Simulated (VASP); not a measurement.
MnF2: single point with PBE

MnF2:

```
CELL_PARAMETERS angstrom
4.87380 0.00000 0.00000
0.00000 4.87380 0.00000
0.00000 0.00000 3.31070
ATOMIC_POSITIONS crystal
Mn 0.50000 0.50000 0.50000
Mn 0.00000 0.00000 0.00000
F 0.80530 0.19470 0.50000
F 0.69470 0.69470 0.00000
F 0.19470 0.80530 0.50000
F 0.30530 0.30530 0.00000
```

```
Program             : VASP 6.6.1
Task                : single point
Functional          : PBE
Potentials or basis : VASP PAW PBE potentials, release 64 (Mn_pv, F)
Cutoff              : 520 eV
k mesh              : 5 × 5 × 7
Occupations         : fermi-dirac, width 0.05 eV
Spin                : collinear spin, zero start
Starting moments    : [0.0, 0.0, 0.0, 0.0, 0.0, 0.0] μB
Fixed moment        : 0 μB
```

| Item | Value |
| --- | --- |
| Pressure | -15.7 GPa |
| Largest force | 0.031 eV/Å |
| Net moment | 0.00 μB per cell |
| Valence electrons inside the program's atomic spheres | Mn 11.33; F 6.05 |

Forces on the atoms (eV/Å):
```
Mn   0.000  0.000  0.000
Mn   0.000  0.000  0.000
F    0.022 -0.022  0.000
F   -0.022 -0.022  0.000
F   -0.022  0.022  0.000
F    0.022  0.022  0.000
```

Stress tensor (GPa, compression positive):
```
-14.17   0.00   0.00
  0.00 -14.17   0.00
  0.00   0.00 -18.77
```

Run time: 2.2 min on 1 thread of AMD EPYC 9R45 96-Core Processor (Zen 5), on a shared host, peak memory 0.24 GiB.

Caveat: the cell stands under tension; the total moment is fixed, so each spin has its own Fermi level.
